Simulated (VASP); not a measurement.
# In (P6_3/mmc) in VASP: further runs

The runs below take In through single point, with PBE.

All numbers are computed with VASP 6.6.1; they aren't measurements. Logs are shortened: lines on timing, memory, paths and dates and some standing lists are left out, and cuts for length are marked.

### Step 1. The cell of the first run

Symmetry: P6_3/mmc, No. 194, hexagonal system. The conventional cell has a = 3.012 Å, b = 3.012 Å, c = 5.022 Å, α = 90.00°, β = 90.00°, γ = 120.00°. In (site symmetry -6m2) has 12 In at 3.01 to 3.05 Å within 4.0 Å.

### Step 2. Single point, PBE

INCAR

```
SYSTEM = In
PREC = Accurate
ENCUT = 520
EDIFF = 1E-6
ISMEAR = -1
SIGMA = 0.08
LREAL = .False.
LASPH = .True.
NELM = 60
ALGO = Normal
ISIF = 2
LWAVE = .False.
LCHARG = .False.
GGA = PE
NBANDS = 20
```

KPOINTS

```
Automatic mesh
0
Gamma
  15 15 8
  0 0 0
```

POSCAR

```
In
1.0
    3.0118530389      0.0000000000      0.0000000000
   -1.5059265194      2.6083412441      0.0000000000
    0.0000000000      0.0000000000      5.0223781933
In
2
Direct
    0.3333333333      0.6666666667      0.2500000000
    0.6666666667      0.3333333333      0.7500000000
```

Potentials or basis: VASP PAW PBE potentials, release 64 (In_d).

Started as:

```bash
cat potpaw_PBE.64/In_d/POTCAR > POTCAR
mpirun -np 1 vasp_std > vasp.out
```

OUTCAR:

```text
SYSTEM = In
   PREC = Accurate
   ENCUT = 520
   EDIFF = 1E-6
   ISMEAR = -1
   LREAL = .False.
   LASPH = .True.
   NELM = 60
   ISIF = 2
   GGA = PE

 ion  position               nearest neighbor table
   1  0.333  0.667  0.250-   2 3.05   2 3.05   2 3.05   2 3.05   2 3.05   2 3.05
   2  0.667  0.333  0.750-   1 3.05   1 3.05   1 3.05   1 3.05   1 3.05   1 3.05

  LATTYP: Found a hexagonal cell.
 ALAT       =     3.0118530389
 C/A-ratio  =     1.6675376017

  Lattice vectors:

 A1 = (   3.0118530389,   0.0000000000,   0.0000000000)
 A2 = (  -1.5059265194,   2.6083412441,   0.0000000000)
 A3 = (   0.0000000000,   0.0000000000,   5.0223781933)

Analysis of symmetry for initial positions (statically):
=====================================================================
 Subroutine PRICEL returns:
 Original cell was already a primitive cell.

 Routine SETGRP: Setting up the symmetry group for a
 hexagonal supercell.

 Subroutine GETGRP returns: Found 24 space group operations
 (whereof 12 operations were pure point group operations)
 out of a pool of 24 trial point group operations.

The static configuration has the point symmetry D_3d.
 The point group associated with its full space group is D_6h.

Analysis of symmetry for dynamics (positions and initial velocities):
=====================================================================
 Subroutine PRICEL returns:
 Original cell was already a primitive cell.

 Routine SETGRP: Setting up the symmetry group for a
 hexagonal supercell.

 Subroutine GETGRP returns: Found 24 space group operations
 (whereof 12 operations were pure point group operations)
 out of a pool of 24 trial point group operations.

The dynamic configuration has the point symmetry D_3d.
 The point group associated with its full space group is D_6h.

 Subroutine INISYM returns: Found 24 space group operations
 (whereof 12 operations are pure point group operations),
 and found     1 'primitive' translations

----------------------------------------------------------------------------------------

                                     Primitive cell

  volume of cell :      39.4555

  direct lattice vectors                    reciprocal lattice vectors
     3.011853039  0.000000000  0.000000000     0.332021512  0.191692709  0.000000000
    -1.505926519  2.608341244  0.000000000     0.000000000  0.383385419  0.000000000
     0.000000000  0.000000000  5.022378193     0.000000000  0.000000000  0.199108861

  length of vectors
     3.011853039  3.011853039  5.022378193     0.383385419  0.383385419  0.199108861

  position of ions in fractional coordinates (direct lattice)
     0.333333333  0.666666667  0.250000000
     0.666666667  0.333333333  0.750000000

  ion indices of the primitive-cell ions
   primitive index   ion index
                 1           1
                 2           2

----------------------------------------------------------------------------------------

 KPOINTS: Automatic mesh

Automatic generation of k-mesh.
 Grid dimensions read from file:
 generate k-points for:   15   15    8

 Generating k-lattice:

  Cartesian coordinates                     Fractional coordinates (reciprocal lattice)
     0.022134767  0.012779514  0.000000000     0.066666667  0.000000000  0.000000000
     0.000000000  0.025559028  0.000000000     0.000000000  0.066666667  0.000000000
     0.000000000  0.000000000  0.024888608     0.000000000  0.000000000  0.125000000

  Length of vectors
     0.025559028  0.025559028  0.024888608

  Shift w.r.t. Gamma in fractional coordinates (k-lattice)
     0.000000000  0.000000000  0.000000000

 Subroutine IBZKPT returns following result:
 ===========================================

 Found    135 irreducible k-points:

 Following reciprocal coordinates:
            Coordinates               Weight
  0.000000  0.000000  0.000000      1.000000
  0.066667  0.000000  0.000000      6.000000
  0.133333 -0.000000  0.000000      6.000000
  0.200000  0.000000  0.000000      6.000000
  0.266667 -0.000000  0.000000      6.000000
  0.333333 -0.000000  0.000000      6.000000
[... 16 lines left out ...]
  0.333333  0.200000  0.000000     12.000000
  0.400000  0.200000  0.000000      6.000000
 [... further k-points ...]
   k-points           NKPTS =    135   k-points in BZ     NKDIM =    135   number of bands    NBANDS=     20
   number of dos      NEDOS =    301   number of ions     NIONS =      2
   total plane-waves  NPLWV =  23040
   dimension x,y,z NGX =    24 NGY =   24 NGZ =   40
   dimension x,y,z NGXF=    48 NGYF=   48 NGZF=   80
   ions per type =               2
   NGX,Y,Z   is equivalent  to a cutoff of  13.25, 13.25, 13.24 a.u.
   NGXF,Y,Z  is equivalent  to a cutoff of  26.49, 26.49, 26.48 a.u.
 SYSTEM =  In
   PREC   = accura    normal or accurate (medium, high low for compatibility)
   ISTART =      0    job   : 0-new  1-cont  2-samecut
   ICHARG =      2    charge: 1-file 2-atom 10-const
   ISPIN  =      1    spin polarized calculation?
   LNONCOLLINEAR =      F non collinear calculations
   LSORBIT =      F    spin-orbit coupling
   LASPH  =      T    aspherical Exc in radial PAW
   ENCUT  =  520.0 eV  38.22 Ry    6.18 a.u.   5.60  5.60  9.34*2*pi/ulx,y,z
   NELM   =     60;   NELMIN=  2; NELMDL= -5     # of ELM steps
   EDIFF  = 0.1E-05   stopping-criterion for ELM
   LREAL  =      F    real-space projection
   EDIFFG = 0.1E-04   stopping-criterion for IOM
   NSW    =      0    number of steps for IOM
   IBRION =     -1    ionic relax: 0-MD 1-quasi-New 2-CG
   NFREE  =      0    steps in history (QN), initial steepest desc. (CG)
   ISIF   =      2    stress and relaxation
   ISYM   =      2    0-nonsym 1-usesym 2-fastsym
   POTIM  = 0.5000    time-step for ionic-motion
   TEBEG  =    0.0;   TEEND  =   0.0 temperature during run
   PSTRESS=    0.0 pullay stress
   NELECT =      26.0000    total number of electrons
   NUPDOWN=      -1.0000    fix difference up-down
   EMIN   =  10.00;   EMAX   =-10.00  energy-range for DOS
   EFERMI =   0.00;   METHOD = LEGACY
   ISMEAR =    -1;   SIGMA  =   0.08  broadening in eV -4-tet -1-fermi 0-gaus
   EFERMI_NEDOS =   21; number of points for ismear=-14 and -15
   IALGO  =     38    algorithm
   IMIX   =      4    mixing-type and parameters
     AMIX     =   0.40;   BMIX     =  1.00
     AMIX_MAG =   1.60;   BMIX_MAG =  1.00
  volume/ion in A,a.u.               =      19.73       133.13
  Fermi-wavevector in a.u.,A,eV,Ry     =   1.424612  2.692127 27.613306  2.029521
  Thomas-Fermi vector in A             =   2.545085
   LORBIT       =      0    0 simple, 1 ext, 2 COOP (PROOUT), +10 PAW based schemes
   GGA     = PE    functional components
[... 5 lines left out ...]
 non-spin polarized calculation
  energy-cutoff  :      520.00
  volume of cell :       39.46
 maximum number of plane-waves:      1099
 NGX is ok and might be reduce to    24
   NGX = 11   NGY = 11   NGZ = 19

 number of electron      26.0000004 magnetization

 Free energy of the ion-electron system (eV)
  ---------------------------------------------------
  ext. energy  EPLUGINS =         0.00000000
  ---------------------------------------------------
  free energy    TOTEN  =        -4.13063640 eV

  energy without entropy =       -4.11228608  energy(sigma->0) =       -4.12146124

 E-fermi :  11.3723     XC(G=0): -11.6716

 val. band max:       11.3693478000   @ k =   0.2667   0.1333   0.1250
 cond. band min:      11.4163508712   @ k =   0.4000   0.0667   0.0000
 fundamental gap:      0.0470030712
 Fermi energy:        11.3722606019

 k-point     1 :       0.0000    0.0000    0.0000
  band No.  band energies     occupation
      1      -4.1264      2.00000
      2      -3.9089      2.00000
      3      -3.8323      2.00000
      4      -3.8323      2.00000
      5      -3.7701      2.00000
      6      -3.7701      2.00000
[... 12 lines left out ...]
     19      24.2093      0.00000
     20      24.2093      0.00000

 k-point     2 :       0.0667    0.0000    0.0000
  band No.  band energies     occupation
      1      -4.1072      2.00000
      2      -3.9141      2.00000
      3      -3.8205      2.00000
      4      -3.8054      2.00000
      5      -3.7731      2.00000
      6      -3.7449      2.00000
[... 12 lines left out ...]
     19      24.9991      0.00000
     20      25.2195      0.00000

 k-point     3 :       0.1333   -0.0000    0.0000
  band No.  band energies     occupation
      1      -4.0765      2.00000
      2      -3.9202      2.00000
      3      -3.8083      2.00000
      4      -3.7491      2.00000
      5      -3.7289      2.00000
      6      -3.6733      2.00000
[... 12 lines left out ...]
     19      24.0350      0.00000
     20      25.3763      0.00000

 k-point     4 :       0.2000    0.0000    0.0000
  band No.  band energies     occupation
      1      -4.1033      2.00000
      2      -3.8863      2.00000
      3      -3.8226      2.00000
      4      -3.7589      2.00000
      5      -3.6892      2.00000
      6      -3.6597      2.00000
[... 12 lines left out ...]
     19      24.4535      0.00000
     20      24.8570      0.00000

 k-point     5 :       0.2667   -0.0000    0.0000
  band No.  band energies     occupation
      1      -4.1715      2.00000
      2      -3.9128      2.00000
      3      -3.8678      2.00000
      4      -3.7575      2.00000
      5      -3.7344      2.00000
      6      -3.5448      2.00000
[... 12 lines left out ...]
     19      23.7478      0.00000
     20      23.8075      0.00000
[... 353 lines left out ...]
      6      -3.5688      2.00000
[... 12 lines left out ...]
     19      19.9512      0.00000
     20      25.9392      0.00000

 k-point    22 :       0.2667    0.2000    0.0000
  band No.  band energies     occupation
      1      -4.0542      2.00000
      2      -4.0475      2.00000
      3      -3.9213      2.00000
      4      -3.8228      2.00000
      5      -3.6390      2.00000
      6      -3.6114      2.00000
[... 12 lines left out ...]
     19      19.2267      0.00000
     20      26.0863      0.00000

 k-point    23 :       0.3333    0.2000    0.0000
  band No.  band energies     occupation
      1      -4.1080      2.00000
      2      -4.0796      2.00000
      3      -3.8660      2.00000
      4      -3.8157      2.00000
      5      -3.6578      2.00000
      6      -3.6051      2.00000
[... 12 lines left out ...]
     19      18.8891      0.00000
     20      25.9240      0.00000

 k-point    24 :       0.4000    0.2000    0.0000
  band No.  band energies     occupation
      1      -4.1268      2.00000
      2      -4.0911      2.00000
      3      -3.8476      2.00000
      4      -3.8084      2.00000
      5      -3.6788      2.00000
      6      -3.5786      2.00000
[... 12 lines left out ...]
     19      18.7835      0.00000
     20      25.8606      0.00000

 [... further k-points ...]
[... 5 lines left out ...]
  --------------------------------------------------------------------------------------
  -------------------------------------------------------------------------------------
  Total        6.8969001      6.8969001      6.8948639      0.0000000     -0.0000000      0.0000000
  in kB      280.0637634    280.0637633    279.9810766      0.0000000     -0.0000000      0.0000000
  external PRESSURE =     280.0362011 kB  Pullay stress =       0.0000000 kB

 VOLUME and BASIS-vectors are now :
 -----------------------------------------------------------------------------
  energy-cutoff  :      520.00
  volume of cell :       39.46
      direct lattice vectors                 reciprocal lattice vectors
     3.011853039  0.000000000  0.000000000     0.332021512  0.191692709  0.000000000
    -1.505926519  2.608341244  0.000000000     0.000000000  0.383385419  0.000000000
     0.000000000  0.000000000  5.022378193     0.000000000  0.000000000  0.199108861

 POSITION                                       TOTAL-FORCE (eV/Angst)
 -----------------------------------------------------------------------------------
     -0.00000      1.73889      1.25559         0.000000      0.000000      0.000000
      1.50593      0.86945      3.76678        -0.000000     -0.000000      0.000000
 -----------------------------------------------------------------------------------
    total drift:                               -0.000000      0.000000      0.000000

  FREE ENERGIE OF THE ION-ELECTRON SYSTEM (eV)
  ---------------------------------------------------
  free  energy   TOTEN  =        -4.1306364042 eV

  energy  without entropy=       -4.1122860762  energy(sigma->0) =       -4.12146124
```

It took 25 s on 1 thread of Intel Xeon 6975P-C (Granite Rapids), shared host; peak memory 0.21 GiB.

Results:

```yaml
Free_energy: -4.1306 eV
Pressure: 28.0 GPa
Band_gap_on_the_k_mesh: zero (band 13 reaches 15.82 eV, above the bottom of band 14 at 8.20 eV)
```

Caveat: spin-orbit coupling is left out, which moves the levels of the heavy elements.

### Step 3. Single point, PBE

INCAR

```
PREC     = Accurate       # precision mode
ENCUT    = 520            # plane-wave cutoff, eV
EDIFF    = 1E-6           # SCF threshold, eV
ISMEAR   = -1             # smearing method
SIGMA    = 0.08           # smearing width, eV
LREAL    = False          # projectors in reciprocal space
LASPH    = True           # aspherical terms in the spheres
NELM     = 80             # most SCF steps
ALGO     = Normal         # electronic algorithm
ISIF     = 2              # what is computed and relaxed
LWAVE    = False          # write WAVECAR
LCHARG   = False          # write CHGCAR
GGA      = PE             # functional
NBANDS   = 20             # bands
```

KPOINTS

```
regular mesh
0
Gamma
  15 15 8
```

POSCAR is that of step 2.

Potentials or basis: VASP PAW PBE potentials, release 64 (In_d).

Started as:

```bash
cat potpaw_PBE.64/In_d/POTCAR > POTCAR
mpirun -np 1 vasp_std > vasp.out
```

Wall time 26 s (1 thread of Intel Xeon 6975P-C (Granite Rapids), shared host); peak memory 0.22 GiB.

Results (log left out):

* Free energy: -4.1306 eV
* Pressure: 28.0 GPa
* Band gap on the k mesh: zero (band 13 reaches 15.82 eV, above the bottom of band 14 at 8.20 eV)

Levels at points of the mesh, in eV from the Fermi level:
```
           k point  band 10  band 11  band 12  band 13  band 14  band 15  band 16  band 17
(0.00, 0.00, 0.00)   -14.62   -11.92    -5.01    -4.83    10.71    10.71    11.46    11.97
(0.00, 0.00, 0.50)   -14.75   -10.19   -10.19     3.41     3.41    11.75    11.75    11.95
```

Caveat: spin-orbit coupling is left out, which moves the levels of the heavy elements.
